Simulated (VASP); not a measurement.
Set up this calculation in VASP 6.6.1, as the native input.

- Task: single point
- Functional: PBE
- Potentials or basis: VASP PAW PBE potentials, release 64 (Ba_sv, Ti_sv, O)
- Cutoff: 520 eV
- k mesh: 6 × 6 × 6
- Occupations: fermi-dirac, width 0.02 eV
- Spin: no spin polarisation
- Dipole correction: no
- Further INCAR settings: ALGO = Normal; EDIFF = 1e-06; NBANDS = 28

The structure of BaTiO3 lies in POSCAR:

```
BaTiO3
1.0
    3.9323202718      0.0000000000      0.0000000000
    0.0000000000      3.9323202718      0.0000000000
    0.0000000000      0.0000000000      4.1792494854
Ba Ti O
1 1 3
Direct
    0.5000000000      0.5000000000      0.5884081269
    0.0000000000      0.0000000000      0.1073869397
    0.0000000000      0.5000000000      0.0613175715
    0.5000000000      0.0000000000      0.0613175715
    0.0000000000      0.0000000000      0.5415667804
```

This cell differs from its parent crystal: epitaxial xy strain -1.0%.

The input as run:

INCAR

```
PREC = Accurate ; ENCUT = 520
EDIFF = 1E-6 ; ISMEAR = -1
SIGMA = 0.02 ; LREAL = F
LASPH = T ; NELM = 80
ALGO = Normal ; ISIF = 2
LWAVE = F ; LCHARG = F
GGA = PE ; NBANDS = 28
```

KPOINTS

```
regular mesh
0
Gamma
  6 6 6
```

Potentials or basis: VASP PAW PBE potentials, release 64 (Ba_sv, Ti_sv, O).

Run with:

```console
$ cat potpaw_PBE.64/Ba_sv/POTCAR potpaw_PBE.64/Ti_sv/POTCAR potpaw_PBE.64/O/POTCAR > POTCAR
$ mpirun -np 1 vasp_std > vasp.out
```

Results of the run:

The pressure is 6.8 GPa. The largest force is 0.214 eV/Å and the band gap on the k mesh is 1.84 eV, indirect (least direct gap 2.41 eV).

Caveat: the cell differs from its parent crystal (epitaxial xy strain -1.0%); spin-orbit coupling is left out, which moves the levels of the heavy elements.

It took 52 s on 1 thread of AMD EPYC 7R13 Processor (Zen 3), on a shared host, peak memory 0.19 GiB.
